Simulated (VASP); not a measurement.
# P (Cmce) in VASP: further runs, part 2 of 2

VASP 6.6.1.

## (3) Single point, PBE-based screened hybrid with 25 % exact exchange

POSCAR reads:

```
P
1.0
    1.6477431241     -5.4650377251      0.0000000000
    1.6477431241      5.4650377251      0.0000000000
    0.0000000000      0.0000000000      4.5436355900
P
4
Direct
    0.9041431300      0.0958568700      0.5888151700
    0.0958568700      0.9041431300      0.4111848300
    0.5958568700      0.4041431300      0.0888151700
    0.4041431300      0.5958568700      0.9111848300
```

INCAR.step1 reads:

```
SYSTEM = P
PREC = Accurate ; ENCUT = 520
EDIFF = 1E-5 ; ISMEAR = -1
SIGMA = 0.05 ; LREAL = .FALSE.
LASPH = .TRUE. ; NELM = 100
ALGO = Normal ; ISIF = 2
LWAVE = .TRUE. ; LCHARG = .FALSE.
NBANDS = 18 ; GGA = PE
```

INCAR.step2 reads:

```
SYSTEM = P
PREC = Accurate ; ENCUT = 520
EDIFF = 1E-7 ; ISMEAR = -1
SIGMA = 0.05 ; LREAL = .FALSE.
LASPH = .TRUE. ; NELM = 100
ALGO = Normal ; ISIF = 2
LWAVE = .FALSE. ; LCHARG = .FALSE.
GGA = PE ; LHFCALC = .TRUE.
AEXX = 0.25 ; HFSCREEN = 0.3
PRECFOCK = Normal ; NBANDS = 18
ISTART = 1
```

KPOINTS reads:

```
Automatic mesh
0
G
  4 4 3
  0 0 0
```

Potentials or basis: VASP PAW PBE potentials, release 64 (P).

Run with:

```sh
$ cat potpaw_PBE.64/P/POTCAR > POTCAR
$ cp INCAR.step1 INCAR
$ mpirun -np 1 vasp_std > vasp.out
$ cp INCAR.step2 INCAR
$ mpirun -np 1 vasp_std > vasp.out
```

OUTCAR:

```text
SYSTEM = P
   PREC = Accurate
   ENCUT = 520
   EDIFF = 1E-7
   ISMEAR = -1
   LREAL = .FALSE.
   LASPH = .TRUE.
   NELM = 100
   ISIF = 2
   GGA = PE
   LHFCALC = .TRUE.
   AEXX = 0.25
   HFSCREEN = 0.3
   PRECFOCK = Normal
   ISTART = 1

 ion  position               nearest neighbor table
   1  0.904  0.096  0.589-   4 2.20   4 2.20   2 2.25
   2  0.096  0.904  0.411-   3 2.20   3 2.20   1 2.25
   3  0.596  0.404  0.089-   2 2.20   2 2.20   4 2.25
   4  0.404  0.596  0.911-   1 2.20   1 2.20   3 2.25

  LATTYP: Found a base centered orthorhombic cell.
 ALAT       =     3.2954862482
 B/A-ratio  =     3.3166806435
 C/A-ratio  =     1.3787451222

  Lattice vectors:

 A1 = (   1.6477431241,  -5.4650377251,   0.0000000000)
 A2 = (   1.6477431241,   5.4650377251,   0.0000000000)
 A3 = (   0.0000000000,   0.0000000000,   4.5436355900)

Analysis of symmetry for initial positions (statically):
=====================================================================
 Subroutine PRICEL returns:
 Original cell was already a primitive cell.

 Routine SETGRP: Setting up the symmetry group for a
 base centered orthorhombic supercell.

 Subroutine GETGRP returns: Found  8 space group operations
 (whereof  4 operations were pure point group operations)
 out of a pool of  8 trial point group operations.

The static configuration has the point symmetry C_2h.
 The point group associated with its full space group is D_2h.

Analysis of symmetry for dynamics (positions and initial velocities):
=====================================================================
 Subroutine PRICEL returns:
 Original cell was already a primitive cell.

 Routine SETGRP: Setting up the symmetry group for a
 base centered orthorhombic supercell.

 Subroutine GETGRP returns: Found  8 space group operations
 (whereof  4 operations were pure point group operations)
 out of a pool of  8 trial point group operations.

The dynamic configuration has the point symmetry C_2h.
 The point group associated with its full space group is D_2h.

 Subroutine INISYM returns: Found  8 space group operations
 (whereof  4 operations are pure point group operations),
 and found     1 'primitive' translations

----------------------------------------------------------------------------------------

                                     Primitive cell

  volume of cell :      81.8307

  direct lattice vectors                    reciprocal lattice vectors
     1.647743124 -5.465037725  0.000000000     0.303445357 -0.091490677  0.000000000
     1.647743124  5.465037725  0.000000000     0.303445357  0.091490677  0.000000000
     0.000000000  0.000000000  4.543635590     0.000000000  0.000000000  0.220088073

  length of vectors
     5.708037731  5.708037731  4.543635590     0.316937894  0.316937894  0.220088073

  position of ions in fractional coordinates (direct lattice)
     0.904143130  0.095856870  0.588815170
     0.095856870  0.904143130  0.411184830
     0.595856870  0.404143130  0.088815170
     0.404143130  0.595856870  0.911184830

  ion indices of the primitive-cell ions
   primitive index   ion index
[... 41 lines left out ...]
  0.250000  0.000000  0.333333      8.000000
  0.500000  0.000000  0.333333      4.000000
  0.250000  0.250000  0.333333      4.000000
  0.500000  0.250000  0.333333      8.000000
 -0.250000  0.250000  0.333333      4.000000
  0.500000  0.500000  0.333333      2.000000
   k-points           NKPTS =     14   k-points in BZ     NKDIM =     48   number of bands    NBANDS=     18
   number of dos      NEDOS =    301   number of ions     NIONS =      4
   total plane-waves  NPLWV =  63504
   dimension x,y,z NGX =    42 NGY =   42 NGZ =   36
   dimension x,y,z NGXF=    84 NGYF=   84 NGZF=   72
   ions per type =               4
   NGX,Y,Z   is equivalent  to a cutoff of  12.23, 12.23, 13.17 a.u.
   NGXF,Y,Z  is equivalent  to a cutoff of  24.46, 24.46, 26.34 a.u.
 SYSTEM =  P
   PREC   = accura    normal or accurate (medium, high low for compatibility)
   ISTART =      1    job   : 0-new  1-cont  2-samecut
   ICHARG =      0    charge: 1-file 2-atom 10-const
   ISPIN  =      1    spin polarized calculation?
   LNONCOLLINEAR =      F non collinear calculations
   LSORBIT =      F    spin-orbit coupling
   LASPH  =      T    aspherical Exc in radial PAW
   ENCUT  =  520.0 eV  38.22 Ry    6.18 a.u.  10.61 10.61  8.45*2*pi/ulx,y,z
   NELM   =    100;   NELMIN=  2; NELMDL=  0     # of ELM steps
   EDIFF  = 0.1E-06   stopping-criterion for ELM
   LREAL  =      F    real-space projection
   EDIFFG = 0.1E-05   stopping-criterion for IOM
   NSW    =      0    number of steps for IOM
   IBRION =     -1    ionic relax: 0-MD 1-quasi-New 2-CG
   NFREE  =      0    steps in history (QN), initial steepest desc. (CG)
   ISIF   =      2    stress and relaxation
   ISYM   =      3    0-nonsym 1-usesym 2-fastsym
   POTIM  = 0.5000    time-step for ionic-motion
   TEBEG  =    0.0;   TEEND  =   0.0 temperature during run
   PSTRESS=    0.0 pullay stress
   NELECT =      20.0000    total number of electrons
   NUPDOWN=      -1.0000    fix difference up-down
   EMIN   =  10.00;   EMAX   =-10.00  energy-range for DOS
   EFERMI =   0.00;   METHOD = LEGACY
   ISMEAR =    -1;   SIGMA  =   0.05  broadening in eV -4-tet -1-fermi 0-gaus
   EFERMI_NEDOS =   21; number of points for ismear=-14 and -15
   IALGO  =     38    algorithm
   IMIX   =      1    mixing-type and parameters
     AMIX     =   0.40;   BMIX     =  1.00
     AMIX_MAG =   1.60;   BMIX_MAG =  1.00
  volume/ion in A,a.u.               =      20.46       138.06
  Fermi-wavevector in a.u.,A,eV,Ry     =   1.023559  1.934246 14.254450  1.047673
  Thomas-Fermi vector in A             =   2.157299
   LORBIT       =      0    0 simple, 1 ext, 2 COOP (PROOUT), +10 PAW based schemes
   GGA     = PE    functional components
   LHFCALC =     T    Hartree Fock is set to
   PRECFOCK=normal    Normal, Fast or Accurate (Low or Medium for compatibility)
   ENCUT4O =  -1.0   cutoff for four orbital integrals eV
   NKREDX  =     1    reduce k-point grid by
   NKREDY  =     1    reduce k-point grid by
   NKREDZ  =     1    reduce k-point grid by
   AEXX    =    0.2500 exact exchange contribution
   HFSCREEN=    0.3000 screening length (either q_TF or 0.3 A-1)
   HFSCREENC=   0.3000 screening length for correlation (either q_TF or 0.3 A-1)
   ENCUTFOCK=  -1.0 apply spherical cutoff to Coloumb kernel
   IVDW    =     0    specifies the selected vdW correction
   LEPSILON=     F    determine dielectric tensor
   LRPA    =     F    only Hartree local field effects (RPA)
 non-spin polarized calculation
  energy-cutoff  :      520.00
  volume of cell :       81.83
 maximum number of plane-waves:      2223
  NGX = 32; NGY = 32; NGZ = 28

 number of electron      20.0000004 magnetization

 Free energy of the ion-electron system (eV)
  ---------------------------------------------------
  ext. energy  EPLUGINS =         0.00000000
  ---------------------------------------------------
  free energy    TOTEN  =       -24.83494950 eV

  energy without entropy =      -24.83483570  energy(sigma->0) =      -24.83489260

 E-fermi :   5.9067     XC(G=0):  -7.9879

 val. band max:        5.6333674872   @ k =   0.5000   0.5000   0.0000
 cond. band min:       6.1804583618   @ k =   0.5000   0.5000   0.0000
 fundamental gap:      0.5470908745
 Fermi energy:         5.9067387072

 k-point     1 :       0.0000    0.0000    0.0000
  band No.  band energies     occupation
      1     -11.7245      2.00000
      2      -8.6999      2.00000
      3      -5.0937      2.00000
      4      -1.7303      2.00000
      5       0.2156      2.00000
      6       0.3018      2.00000
[... 271 lines left out ...]
      5       1.5638      2.00000
      6       1.6410      2.00000
[... 10 lines left out ...]
     17      12.3660      0.00000
     18      12.4646      0.00000

------------------------ aborting loop because EDIFF is reached ----------------------------------------

  FORCE on cell =-STRESS in cart. coord.  units (eV):
  Direction    XX          YY          ZZ          XY          YZ          ZX
  --------------------------------------------------------------------------------------
  -------------------------------------------------------------------------------------
  Total        0.4711695     -0.5262450     -0.4167295      0.0000000     -0.0000000      0.0000000
  in kB        9.2251104    -10.3034446     -8.1592210      0.0000000     -0.0000000      0.0000000
  external PRESSURE =      -3.0791851 kB  Pullay stress =       0.0000000 kB

 VOLUME and BASIS-vectors are now :
 -----------------------------------------------------------------------------
  energy-cutoff  :      520.00
  volume of cell :       81.83
      direct lattice vectors                 reciprocal lattice vectors
     1.647743124 -5.465037725  0.000000000     0.303445357 -0.091490677  0.000000000
     1.647743124  5.465037725  0.000000000     0.303445357  0.091490677  0.000000000
     0.000000000  0.000000000  4.543635590     0.000000000  0.000000000  0.220088073

 POSITION                                       TOTAL-FORCE (eV/Angst)
 -----------------------------------------------------------------------------------
      1.64774     -4.41731      2.67536         0.000000     -0.173356     -0.054584
      1.64774      4.41731      1.86827         0.000000      0.173356      0.054584
      1.64774     -1.04772      0.40354         0.000000      0.173356     -0.054584
      1.64774      1.04772      4.14009         0.000000     -0.173356      0.054584
 -----------------------------------------------------------------------------------
    total drift:                                0.000000      0.000000      0.000000

  FREE ENERGIE OF THE ION-ELECTRON SYSTEM (eV)
  ---------------------------------------------------
  free  energy   TOTEN  =       -24.8349495011 eV

  energy  without entropy=      -24.8348357037  energy(sigma->0) =      -24.83489260
```

Wall time 41 min (1 thread of AMD EPYC 7R43 (Zen 3), shared host); peak memory 0.31 GiB.

Results:

| Item | Value |
| --- | --- |
| Free energy | -24.8349 eV |
| Pressure | -0.3 GPa |
| Largest force | 0.182 eV/Å |
| Band gap on the k mesh | 0.55 eV |

Forces on the atoms (eV/Å):
```
P    0.000 -0.173 -0.055
P    0.000  0.173  0.055
P    0.000  0.173 -0.055
P    0.000 -0.173  0.055
```

Stress tensor (GPa, compression positive):
```
 0.92  0.00  0.00
 0.00 -1.03  0.00
 0.00  0.00 -0.82
```

Levels at points of the mesh, in eV from the valence-band top:
| k point | band 6 | band 7 | band 8 | band 9 | band 10 | band 11 | band 12 | band 13 | band 14 | band 15 |
| --- | --- | --- | --- | --- | --- | --- | --- | --- | --- | --- |
| (0.00, 0.00, 0.00) | -5.33 | -4.42 | -3.01 | -2.81 | -1.33 | 1.02 | 1.54 | 2.54 | 3.52 | 6.29 |
| (0.50, 0.00, 0.00) | -6.04 | -3.73 | -3.73 | -2.86 | -2.86 | 1.14 | 1.14 | 1.94 | 1.94 | 3.97 |
| (0.50, 0.50, 0.00) | -6.03 | -4.53 | -2.64 | -1.73 | 0.00 | 0.55 | 1.28 | 2.79 | 3.39 | 5.74 |

Caveat: the k points lie up to 0.50 Å⁻¹ apart; the PAW data sets were made with another functional, which shifts forces and pressure a little. A k mesh can miss the band edges.

## (4) Single point, PBEsol+D3(BJ)

This run uses another cell than the first one, of 15.78 Å³/atom.

INCAR reads:

```
SYSTEM = P
ALGO = Normal
EDIFF = 1E-6
ENCUT = 520
GGA = PS
ISIF = 2
ISMEAR = -1
IVDW = 12
LASPH = .True.
LCHARG = .False.
LREAL = .False.
LWAVE = .False.
NBANDS = 18
NELM = 80
PREC = Accurate
SIGMA = 0.05
```

KPOINTS reads:

```
k-points
0
Gamma
  8 8 6
  0 0 0
```

POSCAR reads:

```
P
1.0
    1.6699292282     -4.9594093346      0.0000000000
    1.6699292282      4.9594093346      0.0000000000
    0.0000000000      0.0000000000      3.8108470688
P
4
Direct
    0.8888586258      0.1111413742      0.5553160422
    0.1111413742      0.8888586258      0.4446839578
    0.6111413742      0.3888586258      0.0553160422
    0.3888586258      0.6111413742      0.9446839578
```

Run with:

```sh
$ cat potpaw_PBE.64/P/POTCAR > POTCAR
$ mpirun -np 1 vasp_std > vasp.out
```

Run time: 33 s. Hardware: 1 thread of Intel Xeon 6975P-C (Granite Rapids), shared host; peak memory 0.23 GiB.

The run converged. Its results:

- Free energy: -24.3951 eV
- Pressure: 0.0 GPa
- Largest force: 0.039 eV/Å
- Band gap on the k mesh: zero (bands 10 and 11 overlap by 0.78 eV)
- Dispersion energy per atom: -0.358 eV

Forces in eV/Å, atoms in the order of the input:
```
P    0.000 -0.026  0.029
P    0.000  0.026 -0.029
P    0.000  0.026  0.029
P    0.000 -0.026 -0.029
```

Stress tensor (GPa, compression positive):
```
 0.03  0.00  0.00
 0.00 -0.13  0.00
 0.00  0.00  0.03
```

Levels at points of the mesh, in eV from the Fermi level:
| k point | band 7 | band 8 | band 9 | band 10 | band 11 | band 12 | band 13 | band 14 |
| --- | --- | --- | --- | --- | --- | --- | --- | --- |
| (0.00, 0.00, 0.00) | -3.52 | -3.07 | -2.84 | -1.20 | 1.30 | 1.77 | 1.84 | 4.26 |
| (0.50, 0.00, 0.00) | -2.89 | -2.89 | -2.52 | -2.52 | 0.32 | 0.32 | 1.34 | 1.34 |
| (0.50, 0.50, 0.00) | -4.58 | -2.48 | -2.20 | -1.18 | 0.05 | 1.00 | 2.69 | 3.83 |
| (0.00, 0.00, 0.50) | -3.02 | -3.02 | -0.42 | -0.42 | 1.28 | 1.28 | 1.39 | 1.39 |
| (0.50, 0.00, 0.50) | -6.21 | -6.21 | -2.44 | -2.44 | 1.31 | 1.31 | 6.21 | 6.21 |
| (0.50, 0.50, 0.50) | -2.36 | -2.36 | -0.88 | -0.88 | 0.94 | 0.94 | 2.09 | 2.09 |

Caveat: the PAW data sets were made with another functional, which shifts forces and pressure a little.

## (5) Summary

```tsv
level	cell	k mesh	grid for exact exchange (PRECFOCK)	share of exact exchange	screening parameter	gap on the mesh (eV)	pressure (GPa)	largest force (eV/Å)
PBE-based screened hybrid with 25 % exact exchange	a = 5.708, b = 5.708, c = 4.544 Å, angles 90.0, 90.0, 146.4°, 4 atoms, atomic positions A	4 × 4 × 3	Normal	0.25	0.2 1/Å	0.73	-0.6	0.20
PBE-based screened hybrid with 25 % exact exchange	a = 5.708, b = 5.708, c = 4.544 Å, angles 90.0, 90.0, 146.4°, 4 atoms, atomic positions A	4 × 4 × 3	Normal	0.25	0.3 1/Å	0.55	-0.3	0.18
PBEsol+D3(BJ)	a = 5.233, b = 5.233, c = 3.811 Å, angles 90.0, 90.0, 142.8°, 4 atoms, atomic positions B	8 × 8 × 6	-	-	-	none	0.0	0.04
```

Alike in all rows: task single point; potentials or basis VASP PAW PBE potentials, release 64 (P); no spin polarisation; cutoff (eV) 520; smearing fermi-dirac 0.05 eV.

Caveats: some runs use coarse meshes; the PAW data sets were made with another functional, which shifts forces and pressure a little.

Absolute energies hang on the potentials; compare differences alone.

The gap in the log of VASP goes by the Fermi energy; the results here count the filled bands.